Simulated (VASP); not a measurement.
# TiO2 (Pbca) in VASP: a series of runs

Aim: see how the results for TiO2 move with the level of theory and the settings. Levels: r2SCAN, LDA. Tasks: electric field gradients.

All numbers are computed with VASP 6.6.1; they aren't measurements. Logs are shortened: lines on timing, memory, paths and dates and some standing lists are left out, and cuts for length are marked.

### 1 The cell of the first run

The structure is orthorhombic, space group Pbca (No. 61). The conventional cell has a = 5.145 Å, b = 9.185 Å, c = 5.447 Å, α = 90.00°, β = 90.00°, γ = 90.00°. Ti (site symmetry 1) has 6 O at 1.86 to 2.07 Å within 2.5 Å. Within 2.6 Å of O (site symmetry 1) lie 3 Ti at 1.92 to 2.07 Å and 1 O at 2.53 Å. O (site symmetry 1) has 3 Ti at 1.86 to 2.01 Å and 2 O at 2.50 to 2.53 Å within 2.6 Å.

### 2 Electric field gradients, r2SCAN

Contents of POSCAR:

```
TiO2
1.0
    5.1450000000      0.0000000000      0.0000000000
    0.0000000000      9.1850000000      0.0000000000
    0.0000000000      0.0000000000      5.4470000000
Ti O
8 16
Direct
    0.1386123597      0.1289852453      0.9055668835
    0.6386123597      0.3710147547      0.0944331165
    0.8613876403      0.6289852453      0.5944331165
    0.3613876403      0.8710147547      0.4055668835
    0.8613876403      0.8710147547      0.0944331165
    0.3613876403      0.6289852453      0.9055668835
    0.1386123597      0.3710147547      0.4055668835
    0.6386123597      0.1289852453      0.5944331165
    0.4646036592      0.2298972109      0.8912419732
    0.9646036592      0.2701027891      0.1087580268
    0.5353963408      0.7298972109      0.6087580268
    0.0353963408      0.7701027891      0.3912419732
    0.5353963408      0.7701027891      0.1087580268
    0.0353963408      0.7298972109      0.8912419732
    0.4646036592      0.2701027891      0.3912419732
    0.9646036592      0.2298972109      0.6087580268
    0.8160441053      0.0097724521      0.8506384302
    0.3160441053      0.4902275479      0.1493615698
    0.1839558947      0.5097724521      0.6493615698
    0.6839558947      0.9902275479      0.3506384302
    0.1839558947      0.9902275479      0.1493615698
    0.6839558947      0.5097724521      0.8506384302
    0.8160441053      0.4902275479      0.3506384302
    0.3160441053      0.0097724521      0.6493615698
```

Contents of INCAR.step1:

```
  PREC = Accurate
  ENCUT = 520
  ISMEAR = -1
  SIGMA = 0.02
  LREAL = Auto
  LASPH = True
  NELM = 60
  NBANDS = 114
  GGA = PE
  ALGO = Normal
  EDIFF = 1E-4
  LWAVE = True
  LCHARG = False
  KPAR = 4
```

Contents of INCAR.step2:

```
  PREC = Accurate
  ENCUT = 520
  EDIFF = 1E-8
  ISMEAR = -1
  SIGMA = 0.02
  LREAL = Auto
  LASPH = True
  NELM = 60
  ALGO = Normal
  ISIF = 2
  LWAVE = False
  LCHARG = False
  METAGGA = R2SCAN
  LMIXTAU = True
  LEFG = True
  NBANDS = 114
  ISTART = 1
  KPAR = 4
```

Contents of KPOINTS:

```
regular mesh
0
Gamma
  5 3 5
```

Potentials or basis: VASP PAW PBE potentials, release 64 (Ti_sv, O).

Started as:

```console
$ cat potpaw_PBE.64/Ti_sv/POTCAR potpaw_PBE.64/O/POTCAR > POTCAR
$ cp INCAR.step1 INCAR
$ mpirun -np 4 vasp_std > vasp.out
$ cp INCAR.step2 INCAR
$ mpirun -np 4 vasp_std > vasp.out
```

OUTCAR:

```text
PREC = Accurate
   ENCUT = 520
   EDIFF = 1E-8
   ISMEAR = -1
   LREAL = Auto
   LASPH = True
   NELM = 60
   ISIF = 2
   METAGGA = R2SCAN
   ISTART = 1

 ion  position               nearest neighbor table
   1  0.139  0.129  0.906-  21 1.86   9 1.92  10 1.93  24 1.99  17 2.01  16 2.07
   2  0.639  0.371  0.094-  22 1.86  10 1.92   9 1.93  23 1.99  18 2.01  15 2.07
   3  0.861  0.629  0.594-  23 1.86  11 1.92  12 1.93  22 1.99  19 2.01  14 2.07
   4  0.361  0.871  0.406-  24 1.86  12 1.92  11 1.93  21 1.99  20 2.01  13 2.07
   5  0.861  0.871  0.094-  17 1.86  13 1.92  14 1.93  20 1.99  21 2.01  12 2.07
   6  0.361  0.629  0.906-  18 1.86  14 1.92  13 1.93  19 1.99  22 2.01  11 2.07
   7  0.139  0.371  0.406-  19 1.86  15 1.92  16 1.93  18 1.99  23 2.01  10 2.07
   8  0.639  0.129  0.594-  20 1.86  16 1.92  15 1.93  17 1.99  24 2.01   9 2.07
   9  0.465  0.230  0.891-   1 1.92   2 1.93   8 2.07
  10  0.965  0.270  0.109-   2 1.92   1 1.93   7 2.07
  11  0.535  0.730  0.609-   3 1.92   4 1.93   6 2.07
  12  0.035  0.770  0.391-   4 1.92   3 1.93   5 2.07
  13  0.535  0.770  0.109-   5 1.92   6 1.93   4 2.07
  14  0.035  0.730  0.891-   6 1.92   5 1.93   3 2.07
[... 8 lines left out ...]
  23  0.816  0.490  0.351-   3 1.86   2 1.99   7 2.01
  24  0.316  0.010  0.649-   4 1.86   1 1.99   8 2.01

  LATTYP: Found a simple orthorhombic cell.
 ALAT       =     5.1450000000
 B/A-ratio  =     1.0586977648
 C/A-ratio  =     1.7852283771

  Lattice vectors:

 A1 = (  -5.1450000000,   0.0000000000,   0.0000000000)
 A2 = (   0.0000000000,   0.0000000000,   5.4470000000)
 A3 = (   0.0000000000,   9.1850000000,   0.0000000000)

Analysis of symmetry for initial positions (statically):
=====================================================================
 Subroutine PRICEL returns:
 Original cell was already a primitive cell.

 Routine SETGRP: Setting up the symmetry group for a
 simple orthorhombic supercell.

 Subroutine GETGRP returns: Found  8 space group operations
 (whereof  2 operations were pure point group operations)
 out of a pool of  8 trial point group operations.

The static configuration has the point symmetry S_2 .
 The point group associated with its full space group is D_2h.

Analysis of symmetry for dynamics (positions and initial velocities):
=====================================================================
[... 2205 lines left out ...]
  Direction    XX          YY          ZZ          XY          YZ          ZX
  --------------------------------------------------------------------------------------
  -------------------------------------------------------------------------------------
  Total        0.7861704      1.8325157      2.0820691      0.0000000      0.0000000      0.0000000
  in kB        4.8933393     11.4060791     12.9593677      0.0000000      0.0000000      0.0000000
  external PRESSURE =       9.7529287 kB  Pullay stress =       0.0000000 kB

 VOLUME and BASIS-vectors are now :
 -----------------------------------------------------------------------------
  energy-cutoff  :      520.00
  volume of cell :      257.41
      direct lattice vectors                 reciprocal lattice vectors
     5.145000000  0.000000000  0.000000000     0.194363460  0.000000000  0.000000000
     0.000000000  9.185000000  0.000000000     0.000000000  0.108873163  0.000000000
     0.000000000  0.000000000  5.447000000     0.000000000  0.000000000  0.183587296

 POSITION                                       TOTAL-FORCE (eV/Angst)
 -----------------------------------------------------------------------------------
      0.71316      1.18473      4.93262        -0.011674      0.003233     -0.107159
      3.28566      3.40777      0.51438        -0.011674     -0.003233      0.107159
      4.43184      5.77723      3.23788         0.011674      0.003233      0.107159
      1.85934      8.00027      2.20912         0.011674     -0.003233     -0.107159
      4.43184      8.00027      0.51438         0.011674     -0.003233      0.107159
      1.85934      5.77723      4.93262         0.011674      0.003233     -0.107159
[... 16 lines left out ...]
      4.19855      4.50274      1.90993         0.049256     -0.070242     -0.027909
      1.62605      0.08976      3.53707         0.049256      0.070242      0.027909
 -----------------------------------------------------------------------------------
    total drift:                               -0.000000      0.000000      0.000000

  FREE ENERGIE OF THE ION-ELECTRON SYSTEM (eV)
  ---------------------------------------------------
  free  energy   TOTEN  =      -279.3312516189 eV

  energy  without entropy=     -279.3312516189  energy(sigma->0) =     -279.33125162

 Electric field gradients (V/A^2)
---------------------------------------------------------------------
 ion       V_xx      V_yy      V_zz      V_xy      V_xz      V_yz
---------------------------------------------------------------------
   1       0.555    -8.722     8.167    -3.551    12.925     8.555
   2       0.555    -8.722     8.167     3.551   -12.925     8.555
   3       0.555    -8.722     8.167     3.551    12.925    -8.555
   4       0.555    -8.722     8.167    -3.551   -12.925    -8.555
   5       0.555    -8.722     8.167    -3.551    12.925     8.555
   6       0.555    -8.722     8.167     3.551   -12.925     8.555
[... 16 lines left out ...]
  23       2.972    -1.486    -1.486     1.079    12.450    15.014
  24       2.972    -1.486    -1.486    -1.079   -12.450    15.014
---------------------------------------------------------------------

 Electric field gradients after diagonalization (V/A^2)
 (convention: |V_zz| > |V_xx| > |V_yy|)
----------------------------------------------------------------------
 ion       V_xx      V_yy      V_zz     asymmetry (V_yy - V_xx)/ V_zz
----------------------------------------------------------------------
   1     -17.204    -1.517    18.721       0.838
   2     -17.204    -1.517    18.721       0.838
   3     -17.204    -1.517    18.721       0.838
   4     -17.204    -1.517    18.721       0.838
   5     -17.204    -1.517    18.721       0.838
   6     -17.204    -1.517    18.721       0.838
[... 16 lines left out ...]
  23      19.667     0.072   -19.739       0.993
  24      19.667     0.072   -19.739       0.993
----------------------------------------------------------------------

           NMR quadrupolar parameters

 Cq : quadrupolar parameter    Cq=e*Q*V_zz/h
 eta: asymmetry parameters     (V_yy - V_xx)/ V_zz
 Q  : nuclear electric quadrupole moment in mb (millibarn)
----------------------------------------------------------------------
 ion       Cq(MHz)       eta       Q (mb)
----------------------------------------------------------------------
   1       0.045       0.838       1.000
   2       0.045       0.838       1.000
   3       0.045       0.838       1.000
   4       0.045       0.838       1.000
   5       0.045       0.838       1.000
   6       0.045       0.838       1.000
[... 16 lines left out ...]
  23      -0.048       0.993       1.000
  24      -0.048       0.993       1.000
----------------------------------------------------------------------
```

Wall time 41 min (4 MPI ranks of AMD EPYC 7R43 (Zen 3), shared host); peak memory 0.55 GiB.

Results:

| Item | Value |
| --- | --- |
| Free energy | -279.3313 eV |
| Pressure | 1.0 GPa |
| Largest force | 0.108 eV/Å |
| Band gap on the k mesh | 2.76 eV |
| Largest electric field gradient by atom | Ti +18.7; O -24.4, -19.7 (each value once) V/Å² |

Forces on the atoms (eV/Å):
```
Ti  -0.012  0.003 -0.107
Ti  -0.012 -0.003  0.107
Ti   0.012  0.003  0.107
Ti   0.012 -0.003 -0.107
Ti   0.012 -0.003  0.107
Ti   0.012  0.003 -0.107
Ti  -0.012 -0.003 -0.107
Ti  -0.012  0.003  0.107
O    0.007 -0.007 -0.052
O    0.007  0.007  0.052
O   -0.007 -0.007  0.052
O   -0.007  0.007 -0.052
O   -0.007  0.007  0.052
O   -0.007 -0.007 -0.052
O    0.007  0.007 -0.052
O    0.007 -0.007  0.052
O    0.049  0.070 -0.028
O    0.049 -0.070  0.028
O   -0.049  0.070  0.028
O   -0.049 -0.070 -0.028
O   -0.049 -0.070  0.028
O   -0.049  0.070 -0.028
O    0.049 -0.070 -0.028
O    0.049  0.070  0.028
```

Electric field gradients, principal values (V/Å²):
| atom | least | middle | greatest (by size) |
| --- | --- | --- | --- |
| 1 Ti | -1.517 | -17.204 | 18.721 |
| 2 Ti | -1.517 | -17.204 | 18.721 |
| 3 Ti | -1.517 | -17.204 | 18.721 |
| 4 Ti | -1.517 | -17.204 | 18.721 |
| 5 Ti | -1.517 | -17.204 | 18.721 |
| 6 Ti | -1.517 | -17.204 | 18.721 |
| 7 Ti | -1.517 | -17.204 | 18.721 |
| 8 Ti | -1.517 | -17.204 | 18.721 |
| 9 O | 3.046 | 21.381 | -24.426 |
| 10 O | 3.046 | 21.381 | -24.426 |
| 11 O | 3.046 | 21.381 | -24.426 |
| 12 O | 3.046 | 21.381 | -24.426 |
| 13 O | 3.046 | 21.381 | -24.426 |
| 14 O | 3.046 | 21.381 | -24.426 |
| 15 O | 3.046 | 21.381 | -24.426 |
| 16 O | 3.046 | 21.381 | -24.426 |
| 17 O | 0.072 | 19.667 | -19.739 |
| 18 O | 0.072 | 19.667 | -19.739 |
| 19 O | 0.072 | 19.667 | -19.739 |
| 20 O | 0.072 | 19.667 | -19.739 |
| 21 O | 0.072 | 19.667 | -19.739 |
| 22 O | 0.072 | 19.667 | -19.739 |
| 23 O | 0.072 | 19.667 | -19.739 |
| 24 O | 0.072 | 19.667 | -19.739 |

Caveat: without QUAD_EFG the Cq values of the log hold for a quadrupole moment of 1 mb, not for the nuclei; the PAW data sets were made with another functional, which shifts forces and pressure a little.

### 3 Electric field gradients, LDA

Contents of INCAR:

```
ALGO = Normal ; EDIFF = 1E-8
ENCUT = 520 ; GGA = CA
ISIF = 2 ; ISMEAR = -1
LASPH = True ; LCHARG = False
LEFG = True ; LREAL = Auto
LWAVE = False ; NBANDS = 114
NELM = 60 ; PREC = Accurate
SIGMA = 0.02
```

Contents of KPOINTS:

```
k-points
0
Gamma
  5 3 5
```

POSCAR is that of step 2.

Potentials or basis: VASP PAW LDA potentials, release 64 (Ti_sv, O).

Started as:

```console
$ cat potpaw_LDA.64/Ti_sv/POTCAR potpaw_LDA.64/O/POTCAR > POTCAR
$ mpirun -np 1 vasp_std > vasp.out
```

OUTCAR:

```text
EDIFF = 1E-8
   ENCUT = 520
   GGA = CA
   ISIF = 2
   ISMEAR = -1
   LASPH = True
   LREAL = Auto
   NELM = 60
   PREC = Accurate

 ion  position               nearest neighbor table
   1  0.139  0.129  0.906-  21 1.86   9 1.92  10 1.93  24 1.99  17 2.01  16 2.07
   2  0.639  0.371  0.094-  22 1.86  10 1.92   9 1.93  23 1.99  18 2.01  15 2.07
   3  0.861  0.629  0.594-  23 1.86  11 1.92  12 1.93  22 1.99  19 2.01  14 2.07
   4  0.361  0.871  0.406-  24 1.86  12 1.92  11 1.93  21 1.99  20 2.01  13 2.07
   5  0.861  0.871  0.094-  17 1.86  13 1.92  14 1.93  20 1.99  21 2.01  12 2.07
   6  0.361  0.629  0.906-  18 1.86  14 1.92  13 1.93  19 1.99  22 2.01  11 2.07
   7  0.139  0.371  0.406-  19 1.86  15 1.92  16 1.93  18 1.99  23 2.01  10 2.07
   8  0.639  0.129  0.594-  20 1.86  16 1.92  15 1.93  17 1.99  24 2.01   9 2.07
   9  0.465  0.230  0.891-   1 1.92   2 1.93   8 2.07
  10  0.965  0.270  0.109-   2 1.92   1 1.93   7 2.07
  11  0.535  0.730  0.609-   3 1.92   4 1.93   6 2.07
  12  0.035  0.770  0.391-   4 1.92   3 1.93   5 2.07
  13  0.535  0.770  0.109-   5 1.92   6 1.93   4 2.07
  14  0.035  0.730  0.891-   6 1.92   5 1.93   3 2.07
[... 8 lines left out ...]
  23  0.816  0.490  0.351-   3 1.86   2 1.99   7 2.01
  24  0.316  0.010  0.649-   4 1.86   1 1.99   8 2.01

  LATTYP: Found a simple orthorhombic cell.
 ALAT       =     5.1450000000
 B/A-ratio  =     1.0586977648
 C/A-ratio  =     1.7852283771

  Lattice vectors:

 A1 = (  -5.1450000000,   0.0000000000,   0.0000000000)
 A2 = (   0.0000000000,   0.0000000000,   5.4470000000)
 A3 = (   0.0000000000,   9.1850000000,   0.0000000000)

Analysis of symmetry for initial positions (statically):
=====================================================================
 Subroutine PRICEL returns:
 Original cell was already a primitive cell.

 Routine SETGRP: Setting up the symmetry group for a
 simple orthorhombic supercell.

[... 2226 lines left out ...]
     5.145000000  0.000000000  0.000000000     0.194363460  0.000000000  0.000000000
     0.000000000  9.185000000  0.000000000     0.000000000  0.108873163  0.000000000
     0.000000000  0.000000000  5.447000000     0.000000000  0.000000000  0.183587296

 POSITION                                       TOTAL-FORCE (eV/Angst)
 -----------------------------------------------------------------------------------
      0.71316      1.18473      4.93262        -0.007398     -0.039714     -0.062166
      3.28566      3.40777      0.51438        -0.007398      0.039714      0.062166
      4.43184      5.77723      3.23788         0.007398     -0.039714      0.062166
      1.85934      8.00027      2.20912         0.007398      0.039714     -0.062166
      4.43184      8.00027      0.51438         0.007398      0.039714      0.062166
      1.85934      5.77723      4.93262         0.007398     -0.039714     -0.062166
[... 16 lines left out ...]
      4.19855      4.50274      1.90993         0.115516     -0.113382      0.058255
      1.62605      0.08976      3.53707         0.115516      0.113382     -0.058255
 -----------------------------------------------------------------------------------
    total drift:                               -0.000000      0.000000      0.000000

  FREE ENERGIE OF THE ION-ELECTRON SYSTEM (eV)
  ---------------------------------------------------
  free  energy   TOTEN  =      -235.1880154386 eV

  energy  without entropy=     -235.1880154386  energy(sigma->0) =     -235.18801544

 Electric field gradients (V/A^2)
---------------------------------------------------------------------
 ion       V_xx      V_yy      V_zz      V_xy      V_xz      V_yz
---------------------------------------------------------------------
   1       1.512    -9.612     8.099    -3.319    13.214     9.422
   2       1.512    -9.612     8.099     3.319   -13.214     9.422
   3       1.512    -9.612     8.099     3.319    13.214    -9.422
   4       1.512    -9.612     8.099    -3.319   -13.214    -9.422
   5       1.512    -9.612     8.099    -3.319    13.214     9.422
   6       1.512    -9.612     8.099     3.319   -13.214     9.422
[... 16 lines left out ...]
  23       4.432    -3.188    -1.245     3.266     9.349     9.659
  24       4.432    -3.188    -1.245    -3.266    -9.349     9.659
---------------------------------------------------------------------

 Electric field gradients after diagonalization (V/A^2)
 (convention: |V_zz| > |V_xx| > |V_yy|)
----------------------------------------------------------------------
 ion       V_xx      V_yy      V_zz     asymmetry (V_yy - V_xx)/ V_zz
----------------------------------------------------------------------
   1     -18.063    -1.448    19.511       0.852
   2     -18.063    -1.448    19.511       0.852
   3     -18.063    -1.448    19.511       0.852
   4     -18.063    -1.448    19.511       0.852
   5     -18.063    -1.448    19.511       0.852
   6     -18.063    -1.448    19.511       0.852
[... 16 lines left out ...]
  23     -13.029    -2.415    15.443       0.687
  24     -13.029    -2.415    15.443       0.687
----------------------------------------------------------------------

           NMR quadrupolar parameters

 Cq : quadrupolar parameter    Cq=e*Q*V_zz/h
 eta: asymmetry parameters     (V_yy - V_xx)/ V_zz
 Q  : nuclear electric quadrupole moment in mb (millibarn)
----------------------------------------------------------------------
 ion       Cq(MHz)       eta       Q (mb)
----------------------------------------------------------------------
   1       0.047       0.852       1.000
   2       0.047       0.852       1.000
   3       0.047       0.852       1.000
   4       0.047       0.852       1.000
   5       0.047       0.852       1.000
   6       0.047       0.852       1.000
[... 16 lines left out ...]
  23       0.037       0.687       1.000
  24       0.037       0.687       1.000
----------------------------------------------------------------------
```

Wall time 33 min (1 thread of Oxide Virtual Turin-like, shared host); peak memory 0.44 GiB.

Results:

* Free energy: -235.1880 eV
* Pressure: -6.8 GPa
* Largest force: 0.172 eV/Å
* Band gap on the k mesh: 2.26 eV
* Largest electric field gradient by atom: Ti +19.5; O -19.7, +15.4 (each value once) V/Å²

Forces on the atoms (eV/Å):
```
Ti  -0.007 -0.040 -0.062
Ti  -0.007  0.040  0.062
Ti   0.007 -0.040  0.062
Ti   0.007  0.040 -0.062
Ti   0.007  0.040  0.062
Ti   0.007 -0.040 -0.062
Ti  -0.007  0.040 -0.062
Ti  -0.007 -0.040  0.062
O   -0.019 -0.055  0.003
O   -0.019  0.055 -0.003
O    0.019 -0.055 -0.003
O    0.019  0.055  0.003
O    0.019  0.055 -0.003
O    0.019 -0.055  0.003
O   -0.019  0.055  0.003
O   -0.019 -0.055 -0.003
O    0.116  0.113  0.058
O    0.116 -0.113 -0.058
O   -0.116  0.113 -0.058
O   -0.116 -0.113  0.058
O   -0.116 -0.113 -0.058
O   -0.116  0.113  0.058
O    0.116 -0.113  0.058
O    0.116  0.113 -0.058
```

Stress tensor (GPa, compression positive):
```
-7.52  0.00  0.00
 0.00 -6.60  0.00
 0.00  0.00 -6.38
```

Levels at points of the mesh, in eV from the valence-band top:
```
           k point  band 94  band 95  band 96  band 97  band 98  band 99
(0.00, 0.00, 0.00)    -0.24    -0.18     0.00     2.26     2.63     2.80
```

Electric field gradients, principal values (V/Å²):
| atom | least | middle | greatest (by size) |
| --- | --- | --- | --- |
| 1 Ti | -1.448 | -18.063 | 19.511 |
| 2 Ti | -1.448 | -18.063 | 19.511 |
| 3 Ti | -1.448 | -18.063 | 19.511 |
| 4 Ti | -1.448 | -18.063 | 19.511 |
| 5 Ti | -1.448 | -18.063 | 19.511 |
| 6 Ti | -1.448 | -18.063 | 19.511 |
| 7 Ti | -1.448 | -18.063 | 19.511 |
| 8 Ti | -1.448 | -18.063 | 19.511 |
| 9 O | 1.167 | 18.581 | -19.748 |
| 10 O | 1.167 | 18.581 | -19.748 |
| 11 O | 1.167 | 18.581 | -19.748 |
| 12 O | 1.167 | 18.581 | -19.748 |
| 13 O | 1.167 | 18.581 | -19.748 |
| 14 O | 1.167 | 18.581 | -19.748 |
| 15 O | 1.167 | 18.581 | -19.748 |
| 16 O | 1.167 | 18.581 | -19.748 |
| 17 O | -2.415 | -13.029 | 15.443 |
| 18 O | -2.415 | -13.029 | 15.443 |
| 19 O | -2.415 | -13.029 | 15.443 |
| 20 O | -2.415 | -13.029 | 15.443 |
| 21 O | -2.415 | -13.029 | 15.443 |
| 22 O | -2.415 | -13.029 | 15.443 |
| 23 O | -2.415 | -13.029 | 15.443 |
| 24 O | -2.415 | -13.029 | 15.443 |

Caveat: the cell stands under tension; without QUAD_EFG the Cq values of the log hold for a quadrupole moment of 1 mb, not for the nuclei.
